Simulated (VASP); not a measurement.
Input of a VASP 6.6.1 run:

Contents of INCAR:

```
PREC = Accurate ; ENCUT = 520
EDIFF = 1E-6 ; ISMEAR = 0
SIGMA = 0.1 ; LREAL = False
LASPH = True ; NELM = 60
ALGO = Normal ; ISIF = 2
LWAVE = False ; LCHARG = False
GGA = PS ; NBANDS = 18
```

Contents of KPOINTS:

```
Automatic mesh
0
Gamma
  12 12 10
```

POSCAR

```
PtSe2
1.0
    3.7593610432      0.0000000000      0.0000000000
   -1.8796805216      3.2557021654      0.0000000000
    0.0000000000      0.0000000000      4.8685550621
Pt Se
1 2
Direct
    0.0000000000      0.0000000000      0.0000000000
    0.6666666667      0.3333333333      0.7393682785
    0.3333333333      0.6666666667      0.2606317215
```

Potentials or basis: VASP PAW PBE potentials, release 64 (Pt, Se).

The run is started by

```sh
$ cat potpaw_PBE.64/Pt/POTCAR potpaw_PBE.64/Se/POTCAR > POTCAR
$ mpirun -np 1 vasp_std > vasp.out
```

**Question.** What does it give for the largest force?

**Answer.** 0.015 eV/Å.

**Question.** Estimate the band gap on the k mesh.

**Answer.** Zero (bands 11 and 12 overlap by 0.77 eV).

Forces in eV/Å, atoms in the order of the input:
```
Pt   0.000  0.000  0.000
Se   0.000  0.000 -0.015
Se   0.000  0.000  0.015
```

Caveat: the PAW data sets were made with another functional, which shifts forces and pressure a little; spin-orbit coupling is left out, which moves the levels of the heavy elements.
